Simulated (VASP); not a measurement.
# NdHf (P6_3/mmc) in VASP: single point with PBE

Aim: the single point of NdHf with PBE.

All numbers are computed with VASP 6.6.1; they aren't measurements. Logs are shortened: lines on timing, memory, paths and dates and some standing lists are left out, and cuts for length are marked.

## Step 1: The cell of the first run

It takes space group P6_3/mmc (No. 194, hexagonal). The conventional cell has a = 5.437 Å, b = 5.437 Å, c = 6.048 Å, α = 90.00°, β = 90.00°, γ = 120.00°. Nd (site symmetry -6m2) has 5 Hf at 3.02 to 3.14 Å within 4.0 Å. Within 4.0 Å of Hf (site symmetry -6m2) lie 5 Nd at 3.02 to 3.14 Å.

The cell was generated, and may not be a known phase.

## Step 2: Single point, PBE

File INCAR:

```
SYSTEM = NdHf
PREC     = Accurate       ! precision mode
ENCUT    = 500            ! plane-wave cutoff, eV
EDIFF    = 1E-6           ! SCF threshold, eV
ISMEAR   = 0              ! smearing method
SIGMA    = 0.2            ! smearing width, eV
LREAL    = .False.        ! projectors in reciprocal space
LASPH    = .True.         ! aspherical terms in the spheres
NELM     = 200            ! most SCF steps
ALGO     = Normal         ! electronic algorithm
ISIF     = 2              ! what is computed and relaxed
LWAVE    = .False.        ! write WAVECAR
LCHARG   = .True.         ! write CHGCAR
GGA      = PE             ! functional
LELF     = .True.         ! ELF
LVHAR    = .True.       
NBANDS   = 29             ! bands
GGA_COMPAT= .False.      
LMAXMIX  = 6              ! l up to which the mixer works
```

File KPOINTS:

```
regular mesh
0
Gamma
  5 5 3
  0 0 0
```

File POSCAR:

```
NdHf
1.0
    5.4372570808      0.0000000000      0.0000000000
   -2.7186285404      4.7088027589      0.0000000000
    0.0000000000      0.0000000000      6.0484243796
Nd Hf
2 2
Direct
    0.3333333333      0.6666666667     -0.0574980733
    0.6666666667      0.3333333333      0.4425019267
    0.3333333333      0.6666666667      0.4424980633
    0.6666666667      0.3333333333      0.9424980633
```

Potentials or basis: VASP PAW PBE potentials, release 64 (Nd_3, Hf_pv), 4f in core.

On the command line:

```console
> cat potpaw_PBE.64/Nd_3/POTCAR potpaw_PBE.64/Hf_pv/POTCAR > POTCAR
> mpirun -np 1 vasp_std > vasp.out
```

OUTCAR:

```text
SYSTEM = NdHf
   PREC = Accurate
   ENCUT = 500
   EDIFF = 1E-6
   ISMEAR = 0
   LREAL = .False.
   LASPH = .True.
   NELM = 200
   ISIF = 2
   GGA = PE

 ion  position               nearest neighbor table
   1  0.333  0.667  0.943-   3 3.02   3 3.02   4 3.14   4 3.14   4 3.14
   2  0.667  0.333  0.443-   4 3.02   4 3.02   3 3.14   3 3.14   3 3.14
   3  0.333  0.667  0.442-   1 3.02   1 3.02   2 3.14   2 3.14   2 3.14
   4  0.667  0.333  0.942-   2 3.02   2 3.02   1 3.14   1 3.14   1 3.14

  LATTYP: Found a hexagonal cell.
 ALAT       =     5.4372570808
 C/A-ratio  =     1.1124036053

  Lattice vectors:

 A1 = (   5.4372570808,   0.0000000000,   0.0000000000)
 A2 = (  -2.7186285404,   4.7088027589,   0.0000000000)
 A3 = (   0.0000000000,   0.0000000000,   6.0484243796)

Analysis of symmetry for initial positions (statically):
=====================================================================
 Subroutine PRICEL returns:
 Original cell was already a primitive cell.

 Routine SETGRP: Setting up the symmetry group for a
 hexagonal supercell.

 Subroutine GETGRP returns: Found 24 space group operations
 (whereof  6 operations were pure point group operations)
 out of a pool of 24 trial point group operations.

The static configuration has the point symmetry C_3v.
 The point group associated with its full space group is D_6h.

Analysis of symmetry for dynamics (positions and initial velocities):
=====================================================================
 Subroutine PRICEL returns:
 Original cell was already a primitive cell.

 Routine SETGRP: Setting up the symmetry group for a
 hexagonal supercell.

 Subroutine GETGRP returns: Found 24 space group operations
 (whereof  6 operations were pure point group operations)
 out of a pool of 24 trial point group operations.

The dynamic configuration has the point symmetry C_3v.
 The point group associated with its full space group is D_6h.

 Subroutine INISYM returns: Found 24 space group operations
 (whereof  6 operations are pure point group operations),
 and found     1 'primitive' translations

----------------------------------------------------------------------------------------

                                     Primitive cell

  volume of cell :     154.8576

  direct lattice vectors                    reciprocal lattice vectors
     5.437257081  0.000000000  0.000000000     0.183916262  0.106184104  0.000000000
    -2.718628540  4.708802759  0.000000000     0.000000000  0.212368207  0.000000000
[... 75 lines left out ...]
   LREAL  =      F    real-space projection
   EDIFFG = 0.1E-04   stopping-criterion for IOM
   NSW    =      0    number of steps for IOM
   IBRION =     -1    ionic relax: 0-MD 1-quasi-New 2-CG
   NFREE  =      0    steps in history (QN), initial steepest desc. (CG)
   ISIF   =      2    stress and relaxation
   ISYM   =      2    0-nonsym 1-usesym 2-fastsym
   POTIM  = 0.5000    time-step for ionic-motion
   TEBEG  =    0.0;   TEEND  =   0.0 temperature during run
   PSTRESS=    0.0 pullay stress
   NELECT =      42.0000    total number of electrons
   NUPDOWN=      -1.0000    fix difference up-down
   EMIN   =  10.00;   EMAX   =-10.00  energy-range for DOS
   EFERMI =   0.00;   METHOD = LEGACY
   ISMEAR =     0;   SIGMA  =   0.20  broadening in eV -4-tet -1-fermi 0-gaus
   EFERMI_NEDOS =   21; number of points for ismear=-14 and -15
   IALGO  =     38    algorithm
   IMIX   =      4    mixing-type and parameters
     AMIX     =   0.40;   BMIX     =  1.00
     AMIX_MAG =   1.60;   BMIX_MAG =  1.00
  volume/ion in A,a.u.               =      38.71       261.26
  Fermi-wavevector in a.u.,A,eV,Ry     =   1.059694  2.002531 15.278675  1.122951
  Thomas-Fermi vector in A             =   2.195048
   LORBIT       =      0    0 simple, 1 ext, 2 COOP (PROOUT), +10 PAW based schemes
   GGA     = PE    functional components
   LHFCALC =     F    Hartree Fock is set to
   AEXX    =    0.0000 exact exchange contribution
   IVDW    =     0    specifies the selected vdW correction
   LEPSILON=     F    determine dielectric tensor
   LRPA    =     F    only Hartree local field effects (RPA)
 non-spin polarized calculation
 Gauss-broadening in eV      SIGMA  =   0.20
  energy-cutoff  :      500.00
  volume of cell :      154.86
 maximum number of plane-waves:      3940
 NGX is ok and might be reduce to    40
   NGX = 19   NGY = 19   NGZ = 23

 number of electron      42.0000003 magnetization

 Free energy of the ion-electron system (eV)
  ---------------------------------------------------
  ext. energy  EPLUGINS =         0.00000000
  ---------------------------------------------------
  free energy    TOTEN  =       -22.60089348 eV

  energy without entropy =      -22.39704099  energy(sigma->0) =      -22.49896723

 E-fermi :   1.8751     XC(G=0):  -8.8112

 val. band max:        1.8628668034   @ k =   0.2000   0.2000   0.3333
 cond. band min:       1.8966158327   @ k =   0.2000  -0.0000   0.0000
 fundamental gap:      0.0337490293
 Fermi energy:         1.8751362324

 k-point     1 :       0.0000    0.0000    0.0000
  band No.  band energies     occupation
      1     -35.5896      2.00000
      2     -35.5764      2.00000
      3     -29.4429      2.00000
      4     -29.4429      2.00000
      5     -29.4323      2.00000
      6     -29.4323      2.00000
[... 309 lines left out ...]
     28       4.0237      0.00000
     29       4.4394      0.00000

------------------------ aborting loop because EDIFF is reached ----------------------------------------

  FORCE on cell =-STRESS in cart. coord.  units (eV):
  Direction    XX          YY          ZZ          XY          YZ          ZX
  --------------------------------------------------------------------------------------
  -------------------------------------------------------------------------------------
  Total        0.0383756      0.0383756     -0.0208919      0.0000000     -0.0000000     -0.0000000
  in kB        0.3970393      0.3970393     -0.2161502      0.0000000     -0.0000000     -0.0000000
  external PRESSURE =       0.1926428 kB  Pullay stress =       0.0000000 kB

 VOLUME and BASIS-vectors are now :
 -----------------------------------------------------------------------------
  energy-cutoff  :      500.00
  volume of cell :      154.86
      direct lattice vectors                 reciprocal lattice vectors
     5.437257081  0.000000000  0.000000000     0.183916262  0.106184104  0.000000000
    -2.718628540  4.708802759  0.000000000     0.000000000  0.212368207  0.000000000
     0.000000000  0.000000000  6.048424380     0.000000000  0.000000000  0.165332314

 POSITION                                       TOTAL-FORCE (eV/Angst)
 -----------------------------------------------------------------------------------
     -0.00000      3.13920      5.70065         0.000000     -0.000000      0.000000
      2.71863      1.56960      2.67644        -0.000000      0.000000     -0.000000
     -0.00000      3.13920      2.67642         0.000000     -0.000000     -0.000000
      2.71863      1.56960      5.70063        -0.000000      0.000000      0.000000
 -----------------------------------------------------------------------------------
    total drift:                               -0.000000      0.000000      0.013523

  FREE ENERGIE OF THE ION-ELECTRON SYSTEM (eV)
  ---------------------------------------------------
  free  energy   TOTEN  =       -22.6008934763 eV

  energy  without entropy=      -22.3970409857  energy(sigma->0) =      -22.49896723
```

OSZICAR:

```text
N       E                     dE             d eps       ncg     rms          rms(c)
DAV:   1     0.274193690434E+03    0.27419E+03   -0.20928E+04   596   0.127E+03
DAV:   2    -0.563515203672E+01   -0.27983E+03   -0.27420E+03   638   0.333E+02
DAV:   3    -0.236134167163E+02   -0.17978E+02   -0.17372E+02  1083   0.568E+01
DAV:   4    -0.247463074833E+02   -0.11329E+01   -0.11045E+01   856   0.120E+01
DAV:   5    -0.248000463253E+02   -0.53739E-01   -0.53661E-01   886   0.230E+00    0.316E+01
DAV:   6    -0.227154355289E+02    0.20846E+01   -0.90210E+00   695   0.856E+00    0.169E+01
DAV:   7    -0.226154059425E+02    0.10003E+00   -0.60646E-01   787   0.372E+00    0.491E+00
DAV:   8    -0.226008677928E+02    0.14538E-01   -0.80281E-02   838   0.128E+00    0.753E-01
DAV:   9    -0.226007402343E+02    0.12756E-03   -0.66102E-03   872   0.306E-01    0.247E-01
DAV:  10    -0.226009116259E+02   -0.17139E-03   -0.12159E-03   731   0.179E-01    0.537E-02
DAV:  11    -0.226008883397E+02    0.23286E-04   -0.10232E-04   816   0.423E-02    0.134E-02
DAV:  12    -0.226008935238E+02   -0.51841E-05   -0.25276E-05   851   0.184E-02    0.627E-03
DAV:  13    -0.226008934763E+02    0.47448E-07   -0.45525E-06   688   0.884E-03
   1 F= -.22600893E+02 E0= -.22498967E+02  d E =-.203852E+00
```

Wall time 22 s (1 thread of Intel Xeon 6975P-C (Granite Rapids), shared host); peak memory 0.27 GiB.

Results:

| Quantity | Value |
| --- | --- |
| Free energy | -22.6009 eV |
| Pressure | 0.0 GPa |
| Band gap on the k mesh | zero (bands 21 and 22 overlap by 0.60 eV) |

Levels at points of the mesh, in eV from the Fermi level:
```
           k point  band 17  band 18  band 19  band 20  band 21  band 22  band 23  band 24  band 25  band 26
(0.00, 0.00, 0.00)    -1.33    -1.33    -1.09    -0.13     0.28     0.28     0.74     0.74     1.09     1.09
```

Caveat: spin-orbit coupling is left out, which moves the levels of the heavy elements; the 4f electrons are frozen in the core, so they carry no moment and show no levels.

The gap in the log of VASP goes by the Fermi energy; the results here count the filled bands.